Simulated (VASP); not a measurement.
# ZnS (P6_3mc) in VASP: further runs, part 2 of 2

VASP 6.6.1. Earlier steps stand in the parts before.

**3. Single point, PBEsol**

This run uses another cell than the first one, of the same volume but with other edges.

INCAR reads:

```
SYSTEM = ZnS
PREC     = Accurate       ! precision mode
ENCUT    = 520            ! plane-wave cutoff, eV
EDIFF    = 1E-6           ! SCF threshold, eV
ISMEAR   = 0              ! smearing method
SIGMA    = 0.02           ! smearing width, eV
LREAL    = .FALSE.        ! projectors in reciprocal space
LASPH    = .TRUE.         ! aspherical terms in the spheres
NELM     = 100            ! most SCF steps
ALGO     = Normal         ! electronic algorithm
ISIF     = 2              ! what is computed and relaxed
LWAVE    = .FALSE.        ! write WAVECAR
LCHARG   = .FALSE.        ! write CHGCAR
GGA      = PS             ! functional
NBANDS   = 26             ! bands
```

KPOINTS reads:

```
regular mesh
0
G
  12 12 6
  0 0 0
```

POSCAR reads:

```
ZnS
1.0
    3.7820315035      0.0000000000      0.0000000000
   -1.8910157517      3.2753353599      0.0000000000
    0.0000000000      0.0000000000      6.2069018487
Zn S
2 2
Direct
    0.6666666667      0.3333333333      0.5004434879
    0.3333333333      0.6666666667      1.0004434879
    0.3333333333      0.6666666667      0.3745555121
    0.6666666667      0.3333333333      0.8745555121
```

Potentials or basis: VASP PAW PBE potentials, release 64 (Zn, S).

Run with:

```
cat potpaw_PBE.64/Zn/POTCAR potpaw_PBE.64/S/POTCAR > POTCAR
mpirun -np 1 vasp_std > vasp.out
```

OUTCAR:

```text
SYSTEM = ZnS
   PREC = Accurate
   ENCUT = 520
   EDIFF = 1E-6
   ISMEAR = 0
   LREAL = .FALSE.
   LASPH = .TRUE.
   NELM = 100
   ISIF = 2
   GGA = PS

 ion  position               nearest neighbor table
   1  0.667  0.333  0.500-   3 2.32   3 2.32   3 2.32   4 2.32
   2  0.333  0.667  0.000-   4 2.32   4 2.32   4 2.32   3 2.32
   3  0.333  0.667  0.375-   1 2.32   1 2.32   1 2.32   2 2.32
   4  0.667  0.333  0.875-   2 2.32   2 2.32   2 2.32   1 2.32

  LATTYP: Found a hexagonal cell.
 ALAT       =     3.7820315035
 C/A-ratio  =     1.6411555120

[... 888 lines left out ...]

 [... further k-points ...]
[... 5 lines left out ...]
  --------------------------------------------------------------------------------------
  -------------------------------------------------------------------------------------
  Total        0.1140098      0.1140098      0.1362908      0.0000000      0.0000000      0.0000000
  in kB        2.3757303      2.3757303      2.8400190      0.0000000      0.0000000      0.0000000
  external PRESSURE =       2.5304932 kB  Pullay stress =       0.0000000 kB

 VOLUME and BASIS-vectors are now :
 -----------------------------------------------------------------------------
  energy-cutoff  :      520.00
  volume of cell :       76.89
      direct lattice vectors                 reciprocal lattice vectors
     3.782031503  0.000000000  0.000000000     0.264408162  0.152656124  0.000000000
    -1.891015752  3.275335360  0.000000000     0.000000000  0.305312247  0.000000000
     0.000000000  0.000000000  6.206901849     0.000000000  0.000000000  0.161110974

 POSITION                                       TOTAL-FORCE (eV/Angst)
 -----------------------------------------------------------------------------------
      1.89102      1.09178      3.10620        -0.000000     -0.000000     -0.002395
     -0.00000      2.18356      0.00275         0.000000      0.000000     -0.002395
     -0.00000      2.18356      2.32483        -0.000000      0.000000      0.002395
      1.89102      1.09178      5.42828        -0.000000      0.000000      0.002395
 -----------------------------------------------------------------------------------
    total drift:                               -0.000001     -0.000001      0.000978

  FREE ENERGIE OF THE ION-ELECTRON SYSTEM (eV)
  ---------------------------------------------------
  free  energy   TOTEN  =       -15.1673669307 eV

  energy  without entropy=      -15.1673669307  energy(sigma->0) =      -15.16736693
```

OSZICAR:

```text
N       E                     dE             d eps       ncg     rms          rms(c)
DAV:   1     0.242750540005E+03    0.24275E+03   -0.17094E+04  3952   0.169E+03
DAV:   2     0.858078193070E+01   -0.23417E+03   -0.22428E+03  4036   0.350E+02
DAV:   3    -0.153705772664E+02   -0.23951E+02   -0.23706E+02  4756   0.111E+02
DAV:   4    -0.159749556205E+02   -0.60438E+00   -0.60307E+00  4560   0.176E+01
DAV:   5    -0.159840950922E+02   -0.91395E-02   -0.91368E-02  4758   0.218E+00    0.993E+00
DAV:   6    -0.151796042692E+02    0.80449E+00   -0.17761E+00  5336   0.406E+01    0.760E+00
DAV:   7    -0.151772602210E+02    0.23440E-02   -0.12204E+00  4170   0.683E+00    0.330E+00
DAV:   8    -0.151676668561E+02    0.95934E-02   -0.29862E-02  5124   0.170E+00    0.859E-01
DAV:   9    -0.151671665405E+02    0.50032E-03   -0.98262E-03  5366   0.146E+00    0.217E-01
DAV:  10    -0.151672508134E+02   -0.84273E-04   -0.50992E-04  4762   0.309E-01    0.112E-01
DAV:  11    -0.151673678917E+02   -0.11708E-03   -0.17954E-04  4112   0.946E-02    0.402E-02
DAV:  12    -0.151673669307E+02    0.96097E-06   -0.91144E-06  4978   0.649E-02
   1 F= -.15167367E+02 E0= -.15167367E+02  d E =-.141284E-24
```

It took 85 s on 1 thread of Intel Xeon 6975P-C, shared host; peak memory 0.27 GiB.

Results:

```yaml
Free_energy: -15.1674 eV
Pressure: 0.3 GPa
Band_gap_on_the_k_mesh: 2.16 eV, direct
```

Forces on the atoms (eV/Å):
```
Zn   0.000  0.000 -0.002
Zn   0.000  0.000 -0.002
S    0.000  0.000  0.002
S    0.000  0.000  0.002
```

Caveat: the PAW data sets were made with another functional, which shifts forces and pressure a little. PBEsol gaps usually lie below the measured ones, often by a third to a half.

**4. Relaxation of cell and atoms, PBEsol**

INCAR reads:

```
PREC = Accurate
ENCUT = 600
EDIFF = 1E-6
ISMEAR = 0
SIGMA = 0.02
LREAL = F
LASPH = T
NELM = 60
ALGO = Normal
ISIF = 3
LWAVE = F
LCHARG = F
GGA = PS
IBRION = 2
NSW = 80
EDIFFG = -0.01
```

KPOINTS reads:

```
regular mesh
0
Gamma
  12 12 6
```

POSCAR reads:

```
ZnS
1.0
    3.8205435350      0.0000000000      0.0000000000
   -1.9102717675      3.3086877575      0.0000000000
    0.0000000000      0.0000000000      6.0835925024
Zn S
2 2
Direct
    0.6666666667      0.3333333333      0.4962629880
    0.3333333333      0.6666666667      0.9962629880
    0.3333333333      0.6666666667      0.3787360120
    0.6666666667      0.3333333333      0.8787360120
```

Run with:

```
cat potpaw_PBE.64/Zn/POTCAR potpaw_PBE.64/S/POTCAR > POTCAR
mpirun -np 1 vasp_std > vasp.out
```

Run time: 8.3 min. Hardware: 1 thread of Intel Xeon 6975P-C, shared host; peak memory 0.32 GiB.

It converged, with:

* Free energy: -15.1678 eV
* Relaxed volume: 19.28 Å³/atom
* Relaxed cell: a = 3.785 Å, b = 3.785 Å, c = 6.216 Å, α = 90.00°, β = 90.00°, γ = 120.00°
* Space group after relaxing (to 0.05 Å): P6_3mc (No. 186)
* Energy gained by relaxing: 4.0 meV/atom
* Ionic steps: 9
* Pressure after relaxing: -0.1 GPa
* Band gap on the k mesh: 2.15 eV, direct

Forces in eV/Å, atoms in the order of the input:
```
Zn   0.000  0.000 -0.003
Zn   0.000  0.000 -0.003
S    0.000  0.000  0.003
S    0.000  0.000  0.003
```

The path:
| step | energy change (eV) | largest force (eV/Å) | pressure (GPa) | volume (Å³) |
| --- | --- | --- | --- | --- |
| 1 | 0.0000 | 0.0871 | 0.25 | 76.90 |
| 2 | -0.0083 | 0.1297 | -0.08 | 77.23 |
| 3 | -0.0101 | 0.1629 | -0.38 | 77.54 |
| 4 | -0.0152 | 0.0638 | -0.06 | 77.22 |
| 5 | -0.0156 | 0.0299 | -0.07 | 77.11 |
| 6 | -0.0156 | 0.0197 | 0.04 | 77.08 |
| 7 | -0.0156 | 0.0232 | 0.01 | 77.09 |
| 8 | -0.0159 | 0.0133 | -0.04 | 77.14 |
| 9 | -0.0160 | 0.0028 | -0.06 | 77.13 |

Final structure:
```yaml
crystal:
  lattice:
    - [3.78533, 0.00000, 0.00000]
    - [-1.89267, 3.27820, 0.00000]
    - [0.00000, 0.00000, 6.21554]
  atoms:
    - { symbol: Zn, position: [0.66667, 0.33333, 0.50049] }
    - { symbol: Zn, position: [0.33333, 0.66667, 0.00049] }
    - { symbol: S, position: [0.33333, 0.66667, 0.37451] }
    - { symbol: S, position: [0.66667, 0.33333, 0.87451] }
```

Levels at points of the mesh, in eV from the valence-band top:
```tsv
k point	band 15	band 16	band 17	band 18	band 19	band 20	band 21	band 22
(0.00, 0.00, 0.00)	-0.93	-0.09	0.00	0.00	2.15	3.03	6.21	6.21
(0.50, 0.00, 0.00)	-3.42	-2.34	-1.79	-0.92	3.52	4.20	4.96	6.80
(0.00, 0.00, 0.50)	-0.49	-0.49	-0.49	-0.49	3.50	3.50	6.67	6.67
(0.50, 0.00, 0.50)	-1.71	-1.71	-1.68	-1.68	3.41	3.41	5.10	5.10
```

Caveat: the PAW data sets were made with another functional, which shifts forces and pressure a little. A k mesh can miss the band edges.

**5. Overview**

```tsv
task	cell	k mesh	cutoff (eV)	smearing	gap on the mesh (eV)	pressure (GPa)
single point	a = 3.821, b = 3.821, c = 6.084 Å, angles 90.0, 90.0, 120.0°, 4 atoms	6 × 6 × 4	520	gaussian 0.1 eV	2.17	0.2
single point	a = 3.782, b = 3.782, c = 6.207 Å, angles 90.0, 90.0, 120.0°, 4 atoms	12 × 12 × 6	520	gaussian 0.02 eV	2.16	0.3
relaxation of cell and atoms	relaxed from a = 3.821, b = 3.821, c = 6.084 Å, angles 90.0, 90.0, 120.0°, 4 atoms	12 × 12 × 6	600	gaussian 0.02 eV	2.15	-0.1
```

Alike in all rows: level PBEsol; potentials or basis VASP PAW PBE potentials, release 64 (Zn, S); no spin polarisation.

Caveats: the PAW data sets were made with another functional, which shifts forces and pressure a little.

Total energies depend on the potentials used, so only differences within one code and one set of settings carry meaning.
